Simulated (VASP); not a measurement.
In3Se:

```
CELL_PARAMETERS angstrom
4.80376 0.00000 0.00000
0.00000 4.80376 0.00000
0.00000 0.00000 4.80376
ATOMIC_POSITIONS crystal
In 0.00000 0.50000 0.50000
In 0.50000 0.00000 0.50000
In 0.50000 0.50000 0.00000
Se 0.00000 0.00000 0.00000
```

Base run:

```yaml
Program: VASP 6.6.1
Functional: PBE
Potentials_or_basis: VASP PAW PBE potentials, release 64 (In_d, Se)
Cutoff: 520 eV
k_mesh: 10 × 10 × 10
Occupations: gaussian, width 0.1 eV
Spin: no spin polarisation
```

Its results: band gap on the k mesh zero (an odd number of electrons rules out a gap without spin polarisation); pressure -0.3 GPa.

Problem. The run is repeated on the same cell with these changes: functional from PBE to r2SCAN. What comes out?

Solution. Band gap on the k mesh zero (an odd number of electrons rules out a gap without spin polarisation); pressure -1.3 GPa.

Caveats: spin-orbit coupling is left out, which moves the levels of the heavy elements; the PAW data sets were made with another functional, which shifts forces and pressure a little (at least some runs).
